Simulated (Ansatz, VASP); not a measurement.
ZrZnN in VASP and in Ansatz

```
Zr Zn N
1.0
     3.00678    0.00000    0.00000
     0.00000    3.00678    0.00000
     0.00000    0.00000    7.61211
Zr Zn N
2 2 2
Direct
  0.00000 0.50000 0.33500
  0.50000 0.00000 0.66500
  0.00000 0.50000 0.90000
  0.50000 0.00000 0.10000
  0.00000 0.50000 0.61700
  0.50000 0.00000 0.38300
```

Change from the starting cell: species swapped into the TaMoN type (P4/nmm, No. 129).

Alike in both runs: task relaxation of cell and atoms; functional PBE; k mesh 6 × 6 × 2; occupations gaussian, width 0.1 eV; no spin polarisation.

|  | VASP | Ansatz |
| --- | --- | --- |
| version | VASP 6.6.1 | Ansatz 0.2.0 |
| potentials or method | VASP PAW PBE potentials, release 64 (Zr_sv, Zn, N), cutoff 600 eV | scalar-relativistic, plane waves, PAW |
| valence electrons in the cell | 58 | 58 |

Ansatz gave:

| Quantity | Value |
| --- | --- |
| gap on the k mesh at the Fermi level, each at its own relaxed structure (eV) | none |
| relaxed volume (Å³/atom) | 13.44 |
| relaxed cell length with the largest relative difference (Å) | 7.736 |

Question: Estimate VASP's values.

Answer: gap on the k mesh at the Fermi level, each at its own relaxed structure (eV): none; relaxed volume (Å³/atom): 13.46; relaxed cell length with the largest relative difference (Å): 7.746.

A gap of «none» marks a metal or a gap that the smearing closes.

The k mesh is coarse, so the values compare programs but aren't converged. Noted on VASP's run: the volume moved by over 15 % at a fixed basis, so the end points are rough.
